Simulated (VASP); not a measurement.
# Ir (I4/mmm) in VASP: a series of runs, part 3 of 3

VASP 6.6.1. Earlier steps stand in the parts before.

**5. Single point, LDA (strain +0.0600 x Voigt [0, 0, 1, 0, 0, 0])**

Contents of INCAR:

```
ALGO = Normal ; EDIFF = 1E-6
ENCUT = 520 ; GGA = CA
ISIF = 2 ; ISMEAR = 0
LASPH = True ; LCHARG = False
LREAL = False ; LWAVE = False
NBANDS = 10 ; NELM = 80
PREC = Accurate ; SIGMA = 0.15
```

Contents of KPOINTS:

```
k-points
0
Gamma
  8 8 8
```

Contents of POSCAR:

```
Ir
1.0
    0.0000000000      1.9197000000      2.0348820000
    1.9197000000      0.0000000000      2.0348820000
    1.9197000000      1.9197000000      0.0000000000
Ir
1
Direct
    0.0000000000      0.0000000000      0.0000000000
```

Potentials or basis: VASP PAW LDA potentials, release 64 (Ir).

Command:

```sh
cat potpaw_LDA.64/Ir/POTCAR > POTCAR
mpirun -np 1 vasp_std > vasp.out
```

OUTCAR:

```text
EDIFF = 1E-6
   ENCUT = 520
   GGA = CA
   ISIF = 2
   ISMEAR = 0
   LASPH = True
   LREAL = False
   NELM = 80
   PREC = Accurate

 ion  position               nearest neighbor table
   1  0.000  0.000  0.000-

  LATTYP: Found a body centered tetragonal cell.
 ALAT       =     2.7148657757
 C/A-ratio  =     1.4990663761

  Lattice vectors:

 A1 = (  -1.9197000000,   0.0000000000,   2.0348820000)
 A2 = (   1.9197000000,   0.0000000000,   2.0348820000)
 A3 = (   0.0000000000,   1.9197000000,  -2.0348820000)

Analysis of symmetry for initial positions (statically):
=====================================================================
 Subroutine PRICEL returns:
 Original cell was already a primitive cell.

 Routine SETGRP: Setting up the symmetry group for a
 body centered tetragonal supercell.

 Subroutine GETGRP returns: Found 16 space group operations
 (whereof 16 operations were pure point group operations)
 out of a pool of 16 trial point group operations.

The static configuration has the point symmetry D_4h.

Analysis of symmetry for dynamics (positions and initial velocities):
=====================================================================
 Subroutine PRICEL returns:
 Original cell was already a primitive cell.

 Routine SETGRP: Setting up the symmetry group for a
 body centered tetragonal supercell.

 Subroutine GETGRP returns: Found 16 space group operations
 (whereof 16 operations were pure point group operations)
 out of a pool of 16 trial point group operations.

The dynamic configuration has the point symmetry D_4h.

 Subroutine INISYM returns: Found 16 space group operations
 (whereof 16 operations are pure point group operations),
 and found     1 'primitive' translations

----------------------------------------------------------------------------------------

                                     Primitive cell

  volume of cell :      14.9981

  direct lattice vectors                    reciprocal lattice vectors
     0.000000000  1.919700000  2.034882000    -0.260457363  0.260457363  0.245714494
     1.919700000  0.000000000  2.034882000     0.260457363 -0.260457363  0.245714494
     1.919700000  1.919700000  0.000000000     0.260457363  0.260457363 -0.245714494

  length of vectors
     2.797497604  2.797497604  2.714865776     0.442777245  0.442777245  0.442777245

  position of ions in fractional coordinates (direct lattice)
     0.000000000  0.000000000  0.000000000

  ion indices of the primitive-cell ions
   primitive index   ion index
                 1           1

----------------------------------------------------------------------------------------

 KPOINTS: k-points

Automatic generation of k-mesh.
 Grid dimensions read from file:
 generate k-points for:    8    8    8

 Generating k-lattice:

  Cartesian coordinates                     Fractional coordinates (reciprocal lattice)
    -0.032557170  0.032557170  0.030714312     0.125000000  0.000000000  0.000000000
     0.032557170 -0.032557170  0.030714312     0.000000000  0.125000000  0.000000000
     0.032557170  0.032557170 -0.030714312     0.000000000  0.000000000  0.125000000

  Length of vectors
     0.055347156  0.055347156  0.055347156

  Shift w.r.t. Gamma in fractional coordinates (k-lattice)
     0.000000000  0.000000000  0.000000000

 Subroutine IBZKPT returns following result:
 ===========================================

 Found     59 irreducible k-points:

 Following reciprocal coordinates:
            Coordinates               Weight
  0.000000  0.000000  0.000000      1.000000
  0.125000  0.000000  0.000000      8.000000
  0.250000  0.000000  0.000000      8.000000
  0.375000  0.000000  0.000000      8.000000
  0.500000  0.000000  0.000000      4.000000
  0.125000  0.125000  0.000000      2.000000
[... 16 lines left out ...]
  0.250000  0.000000  0.125000     16.000000
  0.375000  0.000000  0.125000     16.000000
 [... further k-points ...]
   k-points           NKPTS =     59   k-points in BZ     NKDIM =     59   number of bands    NBANDS=     10
   number of dos      NEDOS =    301   number of ions     NIONS =      1
   total plane-waves  NPLWV =  11520
   dimension x,y,z NGX =    24 NGY =   24 NGZ =   20
   dimension x,y,z NGXF=    48 NGYF=   48 NGZF=   40
   ions per type =               1
   NGX,Y,Z   is equivalent  to a cutoff of  14.26, 14.26, 12.25 a.u.
   NGXF,Y,Z  is equivalent  to a cutoff of  28.52, 28.52, 24.49 a.u.
 SYSTEM =  unknown system
   PREC   = accura    normal or accurate (medium, high low for compatibility)
   ISTART =      0    job   : 0-new  1-cont  2-samecut
   ICHARG =      2    charge: 1-file 2-atom 10-const
   ISPIN  =      1    spin polarized calculation?
   LNONCOLLINEAR =      F non collinear calculations
   LSORBIT =      F    spin-orbit coupling
   LASPH  =      T    aspherical Exc in radial PAW
   ENCUT  =  520.0 eV  38.22 Ry    6.18 a.u.   5.20  5.20  5.05*2*pi/ulx,y,z
   NELM   =     80;   NELMIN=  2; NELMDL= -5     # of ELM steps
   EDIFF  = 0.1E-05   stopping-criterion for ELM
   LREAL  =      F    real-space projection
[... 7 lines left out ...]
   TEBEG  =    0.0;   TEEND  =   0.0 temperature during run
   PSTRESS=    0.0 pullay stress
   NELECT =       9.0000    total number of electrons
   NUPDOWN=      -1.0000    fix difference up-down
   EMIN   =  10.00;   EMAX   =-10.00  energy-range for DOS
   EFERMI =   0.00;   METHOD = LEGACY
   ISMEAR =     0;   SIGMA  =   0.15  broadening in eV -4-tet -1-fermi 0-gaus
   EFERMI_NEDOS =   21; number of points for ismear=-14 and -15
   IALGO  =     38    algorithm
   IMIX   =      4    mixing-type and parameters
     AMIX     =   0.40;   BMIX     =  1.00
     AMIX_MAG =   1.60;   BMIX_MAG =  1.00
  volume/ion in A,a.u.               =      15.00       101.21
  Fermi-wavevector in a.u.,A,eV,Ry     =   1.380841  2.609411 25.942527  1.906722
  Thomas-Fermi vector in A             =   2.505681
   LORBIT       =      0    0 simple, 1 ext, 2 COOP (PROOUT), +10 PAW based schemes
   GGA     = CA    functional components
   LHFCALC =     F    Hartree Fock is set to
   AEXX    =    0.0000 exact exchange contribution
   IVDW    =     0    specifies the selected vdW correction
   LEPSILON=     F    determine dielectric tensor
   LRPA    =     F    only Hartree local field effects (RPA)
 non-spin polarized calculation
 Gauss-broadening in eV      SIGMA  =   0.15
  energy-cutoff  :      520.00
  volume of cell :       15.00
 maximum number of plane-waves:       415
 NGX is ok and might be reduce to    24
   NGX = 11   NGY = 11   NGZ = 11

 number of electron       9.0000000 magnetization

 Free energy of the ion-electron system (eV)
  ---------------------------------------------------
  ext. energy  EPLUGINS =         0.00000000
  ---------------------------------------------------
  free energy    TOTEN  =       -10.14418996 eV

  energy without entropy =      -10.12244344  energy(sigma->0) =      -10.13331670

 E-fermi :   9.3319     XC(G=0): -13.8033

 val. band max:        9.3028640454   @ k =  -0.1250   0.3750   0.2500
 cond. band min:       9.3324015255   @ k =  -0.3750  -0.0000   0.1250
 fundamental gap:      0.0295374801
 Fermi energy:         9.3318674240

 k-point     1 :       0.0000    0.0000    0.0000
  band No.  band energies     occupation
      1      -1.1811      2.00000
      2       5.2442      2.00000
      3       5.9991      2.00000
      4       5.9991      2.00000
      5       7.7212      2.00000
      6       8.6812      2.00000
      7      23.8078      0.00000
      8      27.9054      0.00000
      9      29.5093      0.00000
     10      29.5093      0.00000

 k-point     2 :       0.1250    0.0000    0.0000
  band No.  band energies     occupation
      1      -0.5459      2.00000
      2       5.2822      2.00000
      3       5.8960      2.00000
      4       6.2495      2.00000
      5       7.6782      2.00000
      6       8.4853      2.00000
      7      24.8039      0.00000
      8      26.4286      0.00000
      9      29.4015      0.00000
     10      30.5433      0.00000
[... 274 lines left out ...]
 k-point    24 :       0.3750    0.0000    0.1250
  band No.  band energies     occupation
      1       2.1635      2.00000
      2       5.2144      2.00000
      3       5.7192      2.00000
      4       6.3709      2.00000
      5       9.4271      0.36945
      6       9.7364      0.00014
      7      20.2723      0.00000
      8      25.3740      0.00000
      9      28.0860      0.00000
     10      30.2639      0.00000

 [... further k-points ...]

------------------------ aborting loop because EDIFF is reached ----------------------------------------

  FORCE on cell =-STRESS in cart. coord.  units (eV):
  Direction    XX          YY          ZZ          XY          YZ          ZX
  --------------------------------------------------------------------------------------
  -------------------------------------------------------------------------------------
  Total       -1.6006488     -1.6006488     -3.2100859      0.0000000      0.0000000      0.0000000
  in kB     -170.9899893   -170.9899893   -342.9187918      0.0000000      0.0000000      0.0000000
  external PRESSURE =    -228.2995901 kB  Pullay stress =       0.0000000 kB

 VOLUME and BASIS-vectors are now :
 -----------------------------------------------------------------------------
  energy-cutoff  :      520.00
  volume of cell :       15.00
      direct lattice vectors                 reciprocal lattice vectors
     0.000000000  1.919700000  2.034882000    -0.260457363  0.260457363  0.245714494
     1.919700000  0.000000000  2.034882000     0.260457363 -0.260457363  0.245714494
     1.919700000  1.919700000  0.000000000     0.260457363  0.260457363 -0.245714494

 POSITION                                       TOTAL-FORCE (eV/Angst)
 -----------------------------------------------------------------------------------
      0.00000      0.00000      0.00000        -0.000000      0.000000      0.000000
 -----------------------------------------------------------------------------------
    total drift:                                0.000000      0.000000     -0.000000

  FREE ENERGIE OF THE ION-ELECTRON SYSTEM (eV)
  ---------------------------------------------------
  free  energy   TOTEN  =       -10.1441899599 eV

  energy  without entropy=      -10.1224434375  energy(sigma->0) =      -10.13331670
```

stdout:

```text
POSCAR found type information on POSCAR Ir
 POSCAR found :  1 types and       1 ions
 scaLAPACK will be used
 LDA part: xc-table for (Slater(with rela. corr.)+CA(PZ))
 , standard interpolation
 POSCAR, INCAR and KPOINTS ok, starting setup
 FFT: planning ... GRIDC
 FFT: planning ... GRID_SOFT
 FFT: planning ... GRID
 WAVECAR not read
 entering main loop
```

It used 8.9 s of CPU time on 1 thread of Intel Xeon 8259CL, on a shared host.

Results:

```yaml
Free_energy: -10.1442 eV
Pressure: -22.8 GPa
```

Caveat: the cell differs from its parent crystal (strain +0.0600 x Voigt [0, 0, 1, 0, 0, 0]); spin-orbit coupling is left out, which moves the levels of the heavy elements.

**6. Single point, LDA (strain +0.0525 x Voigt [0, 0, 1, 0, 0, 0])**

Contents of INCAR:

```
ALGO = Fast
EDIFF = 1E-6
ENCUT = 520
ISIF = 2
ISMEAR = 0
LASPH = True
LCHARG = True
LELF = True
LREAL = False
LVHAR = True
LWAVE = False
NBANDS = 10
NELM = 60
PREC = Accurate
SIGMA = 0.15
```

KPOINTS is that of step 5.

Contents of POSCAR:

```
Ir
1.0
    0.0000000000      1.9197000000      2.0204842500
    1.9197000000      0.0000000000      2.0204842500
    1.9197000000      1.9197000000      0.0000000000
Ir
1
Direct
    0.0000000000      0.0000000000      0.0000000000
```

Potentials or basis: VASP PAW LDA potentials, release 64 (Ir).

Command:

```sh
cat potpaw_LDA.64/Ir/POTCAR > POTCAR
mpirun -np 1 vasp_std > vasp.out
```

OUTCAR:

```text
EDIFF = 1E-6
   ENCUT = 520
   ISIF = 2
   ISMEAR = 0
   LASPH = True
   LREAL = False
   NELM = 60
   PREC = Accurate

 ion  position               nearest neighbor table
   1  0.000  0.000  0.000-

  LATTYP: Found a body centered tetragonal cell.
 ALAT       =     2.7148657757
 C/A-ratio  =     1.4884597744

  Lattice vectors:

 A1 = (  -1.9197000000,   0.0000000000,   2.0204842500)
 A2 = (   1.9197000000,   0.0000000000,   2.0204842500)
 A3 = (   0.0000000000,   1.9197000000,  -2.0204842500)
[... 492 lines left out ...]
     10      30.4411      0.00000

 [... further k-points ...]

------------------------ aborting loop because EDIFF is reached ----------------------------------------

  FORCE on cell =-STRESS in cart. coord.  units (eV):
  Direction    XX          YY          ZZ          XY          YZ          ZX
  --------------------------------------------------------------------------------------
  -------------------------------------------------------------------------------------
  Total       -1.4984336     -1.4984336     -2.9356623      0.0000000     -0.0000000      0.0000000
  in kB     -161.2114553   -161.2114553   -315.8380703      0.0000000     -0.0000000      0.0000000
  external PRESSURE =    -212.7536603 kB  Pullay stress =       0.0000000 kB

 VOLUME and BASIS-vectors are now :
 -----------------------------------------------------------------------------
  energy-cutoff  :      520.00
  volume of cell :       14.89
      direct lattice vectors                 reciprocal lattice vectors
     0.000000000  1.919700000  2.020484250    -0.260457363  0.260457363  0.247465428
     1.919700000  0.000000000  2.020484250     0.260457363 -0.260457363  0.247465428
     1.919700000  1.919700000  0.000000000     0.260457363  0.260457363 -0.247465428

 POSITION                                       TOTAL-FORCE (eV/Angst)
 -----------------------------------------------------------------------------------
      0.00000      0.00000      0.00000         0.000000      0.000000     -0.000000
 -----------------------------------------------------------------------------------
    total drift:                                0.000000     -0.000000     -0.000000

  FREE ENERGIE OF THE ION-ELECTRON SYSTEM (eV)
  ---------------------------------------------------
  free  energy   TOTEN  =       -10.1658517239 eV

  energy  without entropy=      -10.1440067360  energy(sigma->0) =      -10.15492923
```

stdout:

```text
POSCAR found type information on POSCAR Ir
 POSCAR found :  1 types and       1 ions
 scaLAPACK will be used
 LDA part: xc-table for (Slater(with rela. corr.)+CA(PZ))
 , standard interpolation
 POSCAR, INCAR and KPOINTS ok, starting setup
 FFT: planning ... GRIDC
 FFT: planning ... GRID_SOFT
 FFT: planning ... GRID
 WAVECAR not read
 entering main loop
```

Run time: 18 s. Hardware: 1 thread of Intel Xeon 8259CL, shared host; peak memory 0.13 GiB.

What came out:

```
Free energy : -10.1659 eV
Pressure    : -21.3 GPa
```

Caveat: the cell differs from its parent crystal (strain +0.0525 x Voigt [0, 0, 1, 0, 0, 0]); spin-orbit coupling is left out, which moves the levels of the heavy elements.

**7. The runs side by side**

| cell | gap on the mesh (eV) | pressure (GPa) |
| --- | --- | --- |
| a = 2.756, b = 2.756, c = 2.715 Å, angles 60.5, 60.5, 59.0°, 1 atom | none | -14.8 |
| a = 2.695, b = 2.695, c = 2.715 Å, angles 59.8, 59.8, 60.5°, 1 atom | none | 1.3 |
| a = 2.777, b = 2.777, c = 2.715 Å, angles 60.7, 60.7, 58.5°, 1 atom | none | -17.5 |
| a = 2.797, b = 2.797, c = 2.715 Å, angles 61.0, 61.0, 58.1°, 1 atom | none | -22.8 |
| a = 2.787, b = 2.787, c = 2.715 Å, angles 60.9, 60.9, 58.3°, 1 atom | none | -21.3 |

Alike in all rows: task single point; level LDA; potentials or basis VASP PAW LDA potentials, release 64 (Ir); no spin polarisation; k mesh 8 × 8 × 8; cutoff (eV) 520; smearing gaussian 0.15 eV.

Caveats: spin-orbit coupling is left out, which moves the levels of the heavy elements.

Absolute energies hang on the potentials; compare differences alone.
